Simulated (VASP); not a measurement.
# FeO (Fm-3m) in VASP: notebook, part 2 of 2

VASP 6.6.1.

## Step 4: Single point, PBE, collinear spin, ferromagnetic start

This run uses another cell than the first one, of 10.21 Å³/atom, 1.020 times its volume.

File INCAR:

```
SYSTEM = FeO
  ALGO = Normal
  EDIFF = 1E-7
  ENCUT = 520
  GGA = PE
  ISIF = 2
  ISMEAR = -1
  ISPIN = 2
  LASPH = .TRUE.
  LCHARG = .FALSE.
  LMAXMIX = 4
  LORBIT = 11
  LREAL = .FALSE.
  LWAVE = .FALSE.
  MAGMOM = 3 0
  NBANDS = 18
  NELM = 150
  PREC = Accurate
  SIGMA = 0.05
```

File KPOINTS:

```
k-points
0
G
  11 11 11
  0 0 0
```

File POSCAR:

```
FeO
1.0
    0.0000000000      2.1696747492      2.1696747492
    2.1696747492      0.0000000000      2.1696747492
    2.1696747492      2.1696747492      0.0000000000
Fe O
1 1
Direct
    0.0000000000      0.0000000000      0.0000000000
    0.5000000000      0.5000000000      0.5000000000
```

Potentials or basis: VASP PAW PBE potentials, release 64 (Fe, O).

The run is started by

```bash
> cat potpaw_PBE.64/Fe/POTCAR potpaw_PBE.64/O/POTCAR > POTCAR
> mpirun -np 1 vasp_std > vasp.out
```

OUTCAR:

```text
SYSTEM = FeO
   EDIFF = 1E-7
   ENCUT = 520
   GGA = PE
   ISIF = 2
   ISMEAR = -1
   ISPIN = 2
   LASPH = .TRUE.
   LORBIT = 11
   LREAL = .FALSE.
   NELM = 150
   PREC = Accurate

 ion  position               nearest neighbor table
   1  0.000  0.000  0.000-   2 2.17   2 2.17   2 2.17   2 2.17   2 2.17   2 2.17
   2  0.500  0.500  0.500-   1 2.17   1 2.17   1 2.17   1 2.17   1 2.17   1 2.17

  LATTYP: Found a face centered cubic cell.
 ALAT       =     4.3393494984

  Lattice vectors:

 A1 = (   0.0000000000,   2.1696747492,   2.1696747492)
 A2 = (   2.1696747492,   0.0000000000,   2.1696747492)
 A3 = (   2.1696747492,   2.1696747492,   0.0000000000)

Analysis of symmetry for initial positions (statically):
=====================================================================
 Subroutine PRICEL returns:
 Original cell was already a primitive cell.

 Routine SETGRP: Setting up the symmetry group for a
 face centered cubic supercell.

 Subroutine GETGRP returns: Found 48 space group operations
 (whereof 48 operations were pure point group operations)
 out of a pool of 48 trial point group operations.

The static configuration has the point symmetry O_h .

Analysis of symmetry for dynamics (positions and initial velocities):
=====================================================================
 Subroutine PRICEL returns:
 Original cell was already a primitive cell.

 Routine SETGRP: Setting up the symmetry group for a
 face centered cubic supercell.

 Subroutine GETGRP returns: Found 48 space group operations
 (whereof 48 operations were pure point group operations)
 out of a pool of 48 trial point group operations.

The dynamic configuration has the point symmetry O_h .

Analysis of structural, dynamic, and magnetic symmetry:
=====================================================================
 Subroutine PRICEL returns:
 Original cell was already a primitive cell.

 Routine SETGRP: Setting up the symmetry group for a
 face centered cubic supercell.

 Subroutine GETGRP returns: Found 48 space group operations
 (whereof 48 operations were pure point group operations)
 out of a pool of 48 trial point group operations.

The overall configuration has the point symmetry O_h .

 Subroutine INISYM returns: Found 48 space group operations
 (whereof 48 operations are pure point group operations),
 and found     1 'primitive' translations

----------------------------------------------------------------------------------------

                                     Primitive cell

  volume of cell :      20.4274

  direct lattice vectors                    reciprocal lattice vectors
     0.000000000  2.169674749  2.169674749    -0.230449287  0.230449287  0.230449287
     2.169674749  0.000000000  2.169674749     0.230449287 -0.230449287  0.230449287
     2.169674749  2.169674749  0.000000000     0.230449287  0.230449287 -0.230449287

  length of vectors
     3.068383456  3.068383456  3.068383456     0.399149874  0.399149874  0.399149874

  position of ions in fractional coordinates (direct lattice)
     0.000000000  0.000000000  0.000000000
     0.500000000  0.500000000  0.500000000

  ion indices of the primitive-cell ions
   primitive index   ion index
                 1           1
                 2           2

----------------------------------------------------------------------------------------

 KPOINTS: k-points

[... 62 lines left out ...]
   LNONCOLLINEAR =      F non collinear calculations
   LSORBIT =      F    spin-orbit coupling
   LASPH  =      T    aspherical Exc in radial PAW
   ENCUT  =  520.0 eV  38.22 Ry    6.18 a.u.   5.71  5.71  5.71*2*pi/ulx,y,z
   NELM   =    150;   NELMIN=  2; NELMDL= -5     # of ELM steps
   EDIFF  = 0.1E-06   stopping-criterion for ELM
   LREAL  =      F    real-space projection
   EDIFFG = 0.1E-05   stopping-criterion for IOM
   NSW    =      0    number of steps for IOM
   IBRION =     -1    ionic relax: 0-MD 1-quasi-New 2-CG
   NFREE  =      0    steps in history (QN), initial steepest desc. (CG)
   ISIF   =      2    stress and relaxation
   ISYM   =      2    0-nonsym 1-usesym 2-fastsym
   POTIM  = 0.5000    time-step for ionic-motion
   TEBEG  =    0.0;   TEEND  =   0.0 temperature during run
   PSTRESS=    0.0 pullay stress
   NELECT =      14.0000    total number of electrons
   NUPDOWN=      -1.0000    fix difference up-down
   EMIN   =  10.00;   EMAX   =-10.00  energy-range for DOS
   EFERMI =   0.00;   METHOD = LEGACY
   ISMEAR =    -1;   SIGMA  =   0.05  broadening in eV -4-tet -1-fermi 0-gaus
   EFERMI_NEDOS =   21; number of points for ismear=-14 and -15
   IALGO  =     38    algorithm
   IMIX   =      4    mixing-type and parameters
     AMIX     =   0.40;   BMIX     =  1.00
     AMIX_MAG =   1.60;   BMIX_MAG =  1.00
  volume/ion in A,a.u.               =      10.21        68.93
  Fermi-wavevector in a.u.,A,eV,Ry     =   1.443376  2.727586 28.345492  2.083335
  Thomas-Fermi vector in A             =   2.561791
   LORBIT       =     11    0 simple, 1 ext, 2 COOP (PROOUT), +10 PAW based schemes
   GGA     = PE    functional components
   LHFCALC =     F    Hartree Fock is set to
   AEXX    =    0.0000 exact exchange contribution
   IVDW    =     0    specifies the selected vdW correction
   LEPSILON=     F    determine dielectric tensor
   LRPA    =     F    only Hartree local field effects (RPA)
 spin polarized calculation
  energy-cutoff  :      520.00
  volume of cell :       20.43
 maximum number of plane-waves:       560
   NGX = 11   NGY = 11   NGZ = 11

 number of electron      14.0000001 magnetization       4.0009280

 Free energy of the ion-electron system (eV)
  ---------------------------------------------------
  ext. energy  EPLUGINS =         0.00000000
  ---------------------------------------------------
  free energy    TOTEN  =       -14.93166453 eV

  energy without entropy =      -14.91938238  energy(sigma->0) =      -14.92552346

 E-fermi :   5.9862     XC(G=0): -12.0546

 val. band max:        5.9828565024   @ k =  -0.2727   0.3636   0.0909
 cond. band min:       5.9883215623   @ k =  -0.3636   0.2727   0.0909
 fundamental gap:      0.0054650599
 Fermi energy:         5.9861916174

 spin component 1

 k-point     1 :       0.0000    0.0000    0.0000
  band No.  band energies     occupation
      1     -14.5729      1.00000
      2       2.1357      1.00000
      3       2.1357      1.00000
      4       2.1357      1.00000
      5       2.2614      1.00000
      6       2.2614      1.00000
[... 493 lines left out ...]
     17      32.1693      0.00000
     18      33.9411      0.00000

 [... further k-points ...]

 spin component 2

 k-point     1 :       0.0000    0.0000    0.0000
  band No.  band energies     occupation
      1     -14.0468      1.00000
      2       2.8109      1.00000
      3       2.8109      1.00000
      4       2.8109      1.00000
      5       5.2801      1.00000
      6       5.2804      1.00000
[... 493 lines left out ...]
     17      32.9446      0.00000
     18      34.6824      0.00000

 [... further k-points ...]

------------------------ aborting loop because EDIFF is reached ----------------------------------------

  FORCE on cell =-STRESS in cart. coord.  units (eV):
  Direction    XX          YY          ZZ          XY          YZ          ZX
  --------------------------------------------------------------------------------------
  -------------------------------------------------------------------------------------
  Total       -0.4615605     -0.4615605     -0.4615605     -0.0000000     -0.0000000      0.0000000
  in kB      -36.2013960    -36.2013960    -36.2013960     -0.0000000     -0.0000000      0.0000000
  external PRESSURE =     -36.2013960 kB  Pullay stress =       0.0000000 kB

 VOLUME and BASIS-vectors are now :
 -----------------------------------------------------------------------------
  energy-cutoff  :      520.00
  volume of cell :       20.43
      direct lattice vectors                 reciprocal lattice vectors
     0.000000000  2.169674749  2.169674749    -0.230449287  0.230449287  0.230449287
     2.169674749  0.000000000  2.169674749     0.230449287 -0.230449287  0.230449287
     2.169674749  2.169674749  0.000000000     0.230449287  0.230449287 -0.230449287

 POSITION                                       TOTAL-FORCE (eV/Angst)
 -----------------------------------------------------------------------------------
      0.00000      0.00000      0.00000         0.000000      0.000000      0.000000
      2.16967      2.16967      2.16967         0.000000     -0.000000     -0.000000
 -----------------------------------------------------------------------------------
    total drift:                                0.000000     -0.000000      0.000000

  FREE ENERGIE OF THE ION-ELECTRON SYSTEM (eV)
  ---------------------------------------------------
  free  energy   TOTEN  =       -14.9316645308 eV

  energy  without entropy=      -14.9193823841  energy(sigma->0) =      -14.92552346

 total charge

# of ion       s       p       d       tot
------------------------------------------
    1        0.282   0.345   6.072   6.700
    2        1.556   3.427   0.000   4.983
--------------------------------------------------
tot          1.838   3.772   6.072  11.683

 magnetization (x)

# of ion       s       p       d       tot
------------------------------------------
    1        0.027   0.021   3.574   3.621
    2        0.029   0.269   0.000   0.298
--------------------------------------------------
tot          0.056   0.289   3.574   3.919
```

stdout:

```text
POSCAR found type information on POSCAR FeO
 POSCAR found :  2 types and       2 ions
 scaLAPACK will be used
 LDA part: xc-table for (Slater+PW92), standard interpolation
 POSCAR, INCAR and KPOINTS ok, starting setup
 FFT: planning ... GRIDC
 FFT: planning ... GRID_SOFT
 FFT: planning ... GRID
 WAVECAR not read
 entering main loop
```

It took 45 s on 1 thread of Intel Xeon Platinum 8259CL at 2.50GHz (Skylake/Cascade Lake), shared host; peak memory 0.17 GiB.

Results:

```yaml
Free_energy: -14.9317 eV
Pressure: -3.6 GPa
Band_gap_on_the_k_mesh: zero (filled and empty bands overlap)
Net_moment: 4.00 μB per cell
Site_moments: Fe +3.62; O +0.30 μB
Valence_electrons_inside_the_program's_atomic_spheres: Fe 6.70; O 4.98
```

Caveat: a cell with one magnetic atom can't hold antiferromagnetic order, which such compounds often take; semilocal functionals often make such compounds metallic where correlation or magnetic order opens a gap, which also shifts bond lengths. With open d or f shells a metallic result of PBE can be an artefact of self-interaction; +U or a hybrid may open a gap.

## Step 5: Single point, PBE, collinear spin, ferromagnetic start

This run uses another cell than the first one, of 10.41 Å³/atom, 1.040 times its volume.

File INCAR:

```
PREC = Accurate
ENCUT = 520
EDIFF = 1E-6
ISMEAR = -1
SIGMA = 0.05
LREAL = False
LASPH = True
NELM = 150
ALGO = Normal
ISIF = 2
LWAVE = False
LCHARG = False
ISPIN = 2
MAGMOM = 3 0
LORBIT = 11
LMAXMIX = 4
GGA = PE
NBANDS = 18
```

File KPOINTS:

```
Automatic mesh
0
Gamma
  11 11 11
```

File POSCAR:

```
FeO
1.0
    0.0000000000      2.1837639411      2.1837639411
    2.1837639411      0.0000000000      2.1837639411
    2.1837639411      2.1837639411      0.0000000000
Fe O
1 1
Direct
    0.0000000000      0.0000000000      0.0000000000
    0.5000000000      0.5000000000      0.5000000000
```

The run is started by

```bash
> cat potpaw_PBE.64/Fe/POTCAR potpaw_PBE.64/O/POTCAR > POTCAR
> mpirun -np 1 vasp_std > vasp.out
```

Wall time 41 s (1 thread of Intel Xeon Platinum 8259CL at 2.50GHz (Skylake/Cascade Lake), shared host); peak memory 0.16 GiB.

It converged, with:

```
Free energy                                           : -14.9190 eV
Pressure                                              : -6.8 GPa
Band gap on the k mesh                                : zero (filled and empty bands overlap)
Net moment                                            : 4.00 μB per cell
Site moments                                          : Fe +3.62; O +0.29 μB
Valence electrons inside the program's atomic spheres : Fe 6.67; O 4.97
```

Levels at points of the mesh, in eV from the Fermi level:
Spin up:
```tsv
k point	band 7	band 8	band 9	band 10	band 11	band 12
(0.00, 0.00, 0.00)	-3.66	-3.66	-3.66	-0.12	15.33	16.71
```
Spin down:
```csv
k point,band 1,band 2,band 3,band 4,band 5,band 6,band 7,band 8,band 9,band 10
"(0.00, 0.00, 0.00)",-19.88,-3.12,-3.12,-3.12,-0.68,-0.68,-0.68,0.21,0.21,0.68
```

Caveat: a cell with one magnetic atom can't hold antiferromagnetic order, which such compounds often take; semilocal functionals often make such compounds metallic where correlation or magnetic order opens a gap, which also shifts bond lengths. With open d or f shells a metallic result of PBE can be an artefact of self-interaction; +U or a hybrid may open a gap.

## Step 6: Overview

| cell | gap on the mesh (eV) | pressure (GPa) | moment (μB) |
| --- | --- | --- | --- |
| a = 3.048 Å, angles 60.0°, 2 atoms | none | -0.2 | 4.00 |
| a = 3.068 Å, angles 60.0°, 2 atoms | none | -3.6 | 4.00 |
| a = 3.088 Å, angles 60.0°, 2 atoms | none | -6.8 | 4.00 |

Alike in all rows: task single point; level PBE; potentials or basis VASP PAW PBE potentials, release 64 (Fe, O); spin collinear, ferromagnetic start; k mesh 11 × 11 × 11; cutoff (eV) 520; smearing fermi-dirac 0.05 eV.

Caveats: a cell with one magnetic atom can't hold antiferromagnetic order, which such compounds often take; semilocal functionals often make such compounds metallic where correlation or magnetic order opens a gap, which also shifts bond lengths.

Total energies depend on the potentials used, so only differences within one code and one set of settings carry meaning.

## Step 7: How close it comes

Step 2. A measured gap of FeO is 2.4 eV (optical; quoted in “W\"ustite: Electric, thermodynamic and optical properties of FeO”, 2012, arxiv:1203.1201); the calculated 0.00 eV misses it by -2.40 eV. So large a miss can be the level of theory's own, or it may mean another phase, state or a wrong row. The value is that of PBE on a finite k mesh, which can miss the band edges, without temperature or zero-point motion. Semilocal functionals fall short of measured gaps as a rule. The run's magnetic order (collinear spin, ferromagnetic start) needn't be the measured crystal's.
